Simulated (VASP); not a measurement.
Here is a VASP 6.6.1 calculation.

Contents of POSCAR:

```
Ca
1.0
   -2.1785989707      2.1785989707      2.1785989707
    2.1785989707     -2.1785989707      2.1785989707
    2.1785989707      2.1785989707     -2.1785989707
Ca
1
Direct
    0.0000000000      0.0000000000      0.0000000000
```

Contents of INCAR.step1:

```
SYSTEM = Ca
ALGO     = Normal         ! electronic algorithm
EDIFF    = 1E-4           ! SCF threshold, eV
ENCUT    = 520            ! plane-wave cutoff, eV
GGA      = PE             ! functional
ISMEAR   = 1              ! smearing method
LASPH    = .True.         ! aspherical terms in the spheres
LCHARG   = .False.        ! write CHGCAR
LREAL    = .False.        ! projectors in reciprocal space
LWAVE    = .True.         ! write WAVECAR
NBANDS   = 11             ! bands
NELM     = 100            ! most SCF steps
PREC     = Accurate       ! precision mode
SIGMA    = 0.1            ! smearing width, eV
```

INCAR.step2

```
SYSTEM = Ca
ALGO     = Normal         ! electronic algorithm
EDIFF    = 1E-7           ! SCF threshold, eV
ENCUT    = 520            ! plane-wave cutoff, eV
ISIF     = 2              ! what is computed and relaxed
ISMEAR   = 1              ! smearing method
ISTART   = 1            
LASPH    = .True.         ! aspherical terms in the spheres
LCHARG   = .True.         ! write CHGCAR
LELF     = .True.         ! ELF
LMIXTAU  = .True.       
LREAL    = .False.        ! projectors in reciprocal space
LVHAR    = .True.       
LWAVE    = .False.        ! write WAVECAR
METAGGA  = R2SCAN         ! meta-GGA
NBANDS   = 11             ! bands
NELM     = 100            ! most SCF steps
PREC     = Accurate       ! precision mode
SIGMA    = 0.1            ! smearing width, eV
```

KPOINTS

```
k-points
0
Gamma
  9 9 9
  0 0 0
```

Potentials or basis: VASP PAW PBE potentials, release 64 (Ca_sv).

The run is started by

```console
$ cat potpaw_PBE.64/Ca_sv/POTCAR > POTCAR
$ cp INCAR.step1 INCAR
$ mpirun -np 1 vasp_std > vasp.out
$ cp INCAR.step2 INCAR
$ mpirun -np 1 vasp_std > vasp.out
```

Predict the pressure.

1.0 GPa.

Estimate the band gap on the k mesh.

zero (bands 5 and 6 overlap by 0.28 eV).

Caveat: the PAW data sets were made with another functional, which shifts forces and pressure a little.
